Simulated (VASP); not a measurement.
# SrO in VASP: settings compared, part 2 of 3

VASP 6.6.1. The steps go on from the part before.

## Step 3: Single point, r2SCAN (strain -1.7%)

POSCAR

```
SrO
1.0
    0.0000000000      2.5350022001      2.5350022001
    2.5350022001      0.0000000000      2.5350022001
    2.5350022001      2.5350022001      0.0000000000
Sr O
1 1
Direct
    0.0000000000      0.0000000000      0.0000000000
    0.5000000000      0.5000000000      0.5000000000
```

INCAR.step1

```
ALGO = Normal ; EDIFF = 1E-4
ENCUT = 520 ; GGA = PE
ISMEAR = 0 ; LASPH = T
LCHARG = F ; LREAL = F
LWAVE = T ; NBANDS = 15
NELM = 100 ; PREC = Accurate
SIGMA = 0.01
```

INCAR.step2

```
ALGO = Normal ; EDIFF = 1E-6
ENCUT = 520 ; ISIF = 2
ISMEAR = 0 ; ISTART = 1
LASPH = T ; LCHARG = F
LMIXTAU = T ; LREAL = F
LWAVE = F ; METAGGA = R2SCAN
NBANDS = 15 ; NELM = 100
PREC = Accurate ; SIGMA = 0.01
```

KPOINTS

```
k-points
0
Gamma
  8 8 8
```

Potentials or basis: VASP PAW PBE potentials, release 64 (Sr_sv, O).

Command:

```
cat potpaw_PBE.64/Sr_sv/POTCAR potpaw_PBE.64/O/POTCAR > POTCAR
cp INCAR.step1 INCAR
mpirun -np 1 vasp_std > vasp.out
cp INCAR.step2 INCAR
mpirun -np 1 vasp_std > vasp.out
```

OUTCAR:

```text
EDIFF = 1E-6
   ENCUT = 520
   ISIF = 2
   ISMEAR = 0
   ISTART = 1
   LASPH = T
   LREAL = F
   METAGGA = R2SCAN
   NELM = 100
   PREC = Accurate

 ion  position               nearest neighbor table
   1  0.000  0.000  0.000-   2 2.54   2 2.54   2 2.54   2 2.54   2 2.54   2 2.54
   2  0.500  0.500  0.500-   1 2.54   1 2.54   1 2.54   1 2.54   1 2.54   1 2.54

  LATTYP: Found a face centered cubic cell.
 ALAT       =     5.0700044002

  Lattice vectors:

 A1 = (   0.0000000000,   2.5350022001,   2.5350022001)
 A2 = (   2.5350022001,   0.0000000000,   2.5350022001)
 A3 = (   2.5350022001,   2.5350022001,   0.0000000000)

Analysis of symmetry for initial positions (statically):
=====================================================================
 Subroutine PRICEL returns:
 Original cell was already a primitive cell.

 Routine SETGRP: Setting up the symmetry group for a
 face centered cubic supercell.

 Subroutine GETGRP returns: Found 48 space group operations
 (whereof 48 operations were pure point group operations)
 out of a pool of 48 trial point group operations.

The static configuration has the point symmetry O_h .

Analysis of symmetry for dynamics (positions and initial velocities):
=====================================================================
 Subroutine PRICEL returns:
 Original cell was already a primitive cell.

 Routine SETGRP: Setting up the symmetry group for a
 face centered cubic supercell.

 Subroutine GETGRP returns: Found 48 space group operations
 (whereof 48 operations were pure point group operations)
 out of a pool of 48 trial point group operations.

The dynamic configuration has the point symmetry O_h .

 Subroutine INISYM returns: Found 48 space group operations
 (whereof 48 operations are pure point group operations),
 and found     1 'primitive' translations

----------------------------------------------------------------------------------------

                                     Primitive cell

  volume of cell :      32.5810

[... 119 lines left out ...]
 non-spin polarized calculation
 Gauss-broadening in eV      SIGMA  =   0.01
  energy-cutoff  :      520.00
  volume of cell :       32.58
 maximum number of plane-waves:       893
   NGX = 13   NGY = 13   NGZ = 13

 number of electron      15.9999995 magnetization

 Free energy of the ion-electron system (eV)
  ---------------------------------------------------
  ext. energy  EPLUGINS =         0.00000000
  ---------------------------------------------------
  free energy    TOTEN  =       -27.01858018 eV

  energy without entropy =      -27.01858018  energy(sigma->0) =      -27.01858018

 E-fermi :   1.7124     XC(G=0): -10.8061

 val. band max:        1.5441698338   @ k =   0.0000   0.0000   0.0000
 cond. band min:       5.2601259638   @ k =   0.5000   0.5000   0.0000
 fundamental gap:      3.7159561300
 Fermi energy:         1.7123653186

 k-point     1 :       0.0000    0.0000    0.0000
  band No.  band energies     occupation
      1     -31.7792      2.00000
      2     -14.5354      2.00000
      3     -12.7542      2.00000
      4     -12.7542      2.00000
      5     -12.7542      2.00000
      6       1.5442      2.00000
      7       1.5442      2.00000
      8       1.5442      2.00000
      9       6.5303      0.00000
     10       8.4159      0.00000
     11       8.4159      0.00000
     12       8.4159      0.00000
     13      10.8351      0.00000
     14      10.8351      0.00000
[... 401 lines left out ...]
      2     -15.6509      2.00000
      3     -13.1873      2.00000
      4     -13.0174      2.00000
      5     -12.0742      2.00000
      6      -0.0454      2.00000
      7       0.6485      2.00000
      8       0.7480      2.00000
      9       8.6185      0.00000
     10       9.0107      0.00000
     11      11.9317      0.00000
     12      11.9510      0.00000
     13      14.3047      0.00000
     14      15.6829      0.00000
     15      16.4928      0.00000

 [... further k-points ...]

------------------------ aborting loop because EDIFF is reached ----------------------------------------

  FORCE on cell =-STRESS in cart. coord.  units (eV):
  Direction    XX          YY          ZZ          XY          YZ          ZX
  --------------------------------------------------------------------------------------
  -------------------------------------------------------------------------------------
  Total        1.2647891      1.2647891      1.2647891     -0.0000000     -0.0000000     -0.0000000
  in kB       62.1961762     62.1961762     62.1961762     -0.0000000     -0.0000000     -0.0000000
  external PRESSURE =      62.1961762 kB  Pullay stress =       0.0000000 kB

 VOLUME and BASIS-vectors are now :
 -----------------------------------------------------------------------------
  energy-cutoff  :      520.00
  volume of cell :       32.58
      direct lattice vectors                 reciprocal lattice vectors
     0.000000000  2.535002200  2.535002200    -0.197238488  0.197238488  0.197238488
     2.535002200  0.000000000  2.535002200     0.197238488 -0.197238488  0.197238488
     2.535002200  2.535002200  0.000000000     0.197238488  0.197238488 -0.197238488

 POSITION                                       TOTAL-FORCE (eV/Angst)
 -----------------------------------------------------------------------------------
      0.00000      0.00000      0.00000         0.000000     -0.000000     -0.000000
      2.53500      2.53500      2.53500        -0.000000      0.000000      0.000000
 -----------------------------------------------------------------------------------
    total drift:                                0.000000      0.000000      0.000000

  FREE ENERGIE OF THE ION-ELECTRON SYSTEM (eV)
  ---------------------------------------------------
  free  energy   TOTEN  =       -27.0185801778 eV

  energy  without entropy=      -27.0185801778  energy(sigma->0) =      -27.01858018
```

OSZICAR.step1:

```text
N       E                     dE             d eps       ncg     rms          rms(c)
DAV:   1     0.676899317722E+02    0.67690E+02   -0.85980E+03   870   0.106E+03
DAV:   2    -0.111082265708E+02   -0.78798E+02   -0.72244E+02  1208   0.218E+02
DAV:   3    -0.141482248257E+02   -0.30400E+01   -0.30246E+01  1092   0.391E+01
DAV:   4    -0.142055500827E+02   -0.57325E-01   -0.57317E-01  1087   0.549E+00
DAV:   5    -0.142073609062E+02   -0.18108E-02   -0.18108E-02  1048   0.789E-01    0.179E+01
DAV:   6    -0.121246971142E+02    0.20827E+01   -0.64973E+00   891   0.198E+01    0.210E+01
DAV:   7    -0.119998934172E+02    0.12480E+00   -0.26852E-01  1045   0.470E+00    0.123E+01
DAV:   8    -0.119890368734E+02    0.10857E-01   -0.11158E-01  1115   0.331E+00    0.570E-01
DAV:   9    -0.119906319343E+02   -0.15951E-02   -0.52897E-03  1090   0.471E-01    0.229E-01
DAV:  10    -0.119911124779E+02   -0.48054E-03   -0.46214E-04   919   0.197E-01    0.728E-02
DAV:  11    -0.119912317507E+02   -0.11927E-03   -0.10998E-04   797   0.794E-02    0.289E-02
DAV:  12    -0.119912478318E+02   -0.16081E-04   -0.27801E-05   673   0.389E-02
   1 F= -.11991248E+02 E0= -.11991248E+02  d E =-.652290E-19
```

Wall time 65 s (1 thread of Intel Xeon Platinum 8488C (Sapphire Rapids), shared host); peak memory 0.17 GiB.

Results:

```yaml
Free_energy: -27.0186 eV
Pressure: 6.2 GPa
Band_gap_on_the_k_mesh: 3.72 eV (least direct gap 3.77 eV)
```

Caveat: the cell differs from its parent crystal (strain -1.7%); the cell stands under pressure; the PAW data sets were made with another functional, which shifts forces and pressure a little. A k mesh can miss the band edges.

## Step 4: Single point, PBE (epitaxial xy strain -3.4%)

INCAR

```
ALGO     = Normal         # electronic algorithm
EDIFF    = 1E-7           # SCF threshold, eV
ENCUT    = 520            # plane-wave cutoff, eV
GGA      = PE             # functional
ISIF     = 2              # what is computed and relaxed
ISMEAR   = -1             # smearing method
LASPH    = T              # aspherical terms in the spheres
LCHARG   = F              # write CHGCAR
LREAL    = F              # projectors in reciprocal space
LWAVE    = F              # write WAVECAR
NBANDS   = 15             # bands
NELM     = 100            # most SCF steps
PREC     = Accurate       # precision mode
SIGMA    = 0.02           # smearing width, eV
```

KPOINTS is that of step 3.

POSCAR

```
SrO
1.0
    0.0000000000      2.4926919659      2.6297333939
    2.4926919659      0.0000000000      2.6297333939
    2.4926919659      2.4926919659      0.0000000000
Sr O
1 1
Direct
    0.0000000000      0.0000000000      0.0000000000
    0.5000000000      0.5000000000      0.5000000000
```

Command:

```
cat potpaw_PBE.64/Sr_sv/POTCAR potpaw_PBE.64/O/POTCAR > POTCAR
mpirun -np 1 vasp_std > vasp.out
```

Run time: 30 s. Hardware: 1 thread of Intel Xeon Platinum 8488C (Sapphire Rapids), shared host; peak memory 0.17 GiB.

Results (log left out):

| Quantity | Value |
| --- | --- |
| Free energy | -11.9635 eV |
| Pressure | 8.3 GPa |
| Band gap on the k mesh | 3.12 eV (least direct gap 3.15 eV) |

Stress tensor (GPa, compression positive):
```
11.23  0.00  0.00
 0.00 11.23  0.00
 0.00  0.00  2.46
```

Levels at points of the mesh, in eV from the valence-band top:
| k point | band 5 | band 6 | band 7 | band 8 | band 9 | band 10 | band 11 | band 12 |
| --- | --- | --- | --- | --- | --- | --- | --- | --- |
| (0.00, 0.00, 0.00) | -13.90 | -0.20 | 0.00 | 0.00 | 4.11 | 5.96 | 6.39 | 6.39 |
| (0.50, 0.00, 0.00) | -12.66 | -2.32 | -1.30 | -1.30 | 6.64 | 8.68 | 8.99 | 9.07 |
| (0.50, 0.50, 0.00) | -14.25 | -0.65 | -0.05 | -0.05 | 3.30 | 8.06 | 10.41 | 10.51 |
| (0.50, 0.00, 0.50) | -14.32 | -0.30 | -0.29 | -0.03 | 3.12 | 7.99 | 10.42 | 10.71 |

Caveat: the cell differs from its parent crystal (epitaxial xy strain -3.4%); the stress differs along the axes, from 2 to 11 GPa. A k mesh can miss the band edges.

[end of part 2 of 3]
